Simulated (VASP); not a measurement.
Input of a VASP 6.6.1 run:

The input INCAR:

```
SYSTEM = AlN
PREC = Accurate
ENCUT = 520
EDIFF = 1E-7
ISMEAR = 0
SIGMA = 0.05
LREAL = .FALSE.
LASPH = .TRUE.
NELM = 80
ALGO = Normal
ISIF = 2
LWAVE = .FALSE.
LCHARG = .FALSE.
GGA = PS
NBANDS = 36
ISYM = 0
```

The input KPOINTS:

```
regular mesh
0
G
  9 9 2
  0 0 0
```

POSCAR

```
AlN
1.0
    2.0226209166     -2.0226209166      0.0000000000
    2.0226209166      0.0000000000     -2.0226209166
    9.7760010969      7.7533801803      6.7420697220
Al N
6 6
Direct
    0.6180555556      0.4722222222      0.2916666667
   -0.0208333333     -0.0833333333      0.1250000000
    0.2569444444      0.0277777778      0.4583333333
    0.5347222222      0.1388888889      0.7916666667
    0.8958333333      0.5833333333      0.6250000000
    0.1736111111     -0.3055555556      0.9583333333
    0.9375000000     -0.2500000000      0.3750000000
    0.2986111111      0.1944444444      0.2083333333
    0.5763888889      0.3055555556      0.5416666667
    0.8541666667      0.4166666667      0.8750000000
    0.2152777778     -0.1388888889      0.7083333333
    0.6597222222      0.6388888889      0.0416666667
```

Potentials or basis: VASP PAW PBE potentials, release 64 (Al, N).

Command:

```sh
$ cat potpaw_PBE.64/Al/POTCAR potpaw_PBE.64/N/POTCAR > POTCAR
$ mpirun -np 1 vasp_std > vasp.out
```

Task: What does it give for the pressure?

Result: 4.2 GPa.

Task: What does it give for the largest force?

Result: 2.678 eV/Å.

Stress tensor (GPa, compression positive):
```
 6.42  8.33 -0.05
 8.33  6.42 -0.05
-0.05 -0.05 -0.34
```

Caveat: the cell differs from its parent crystal (the part above a cut slid along it); the stress differs along the axes, from -0 to 6 GPa; the PAW data sets were made with another functional, which shifts forces and pressure a little.
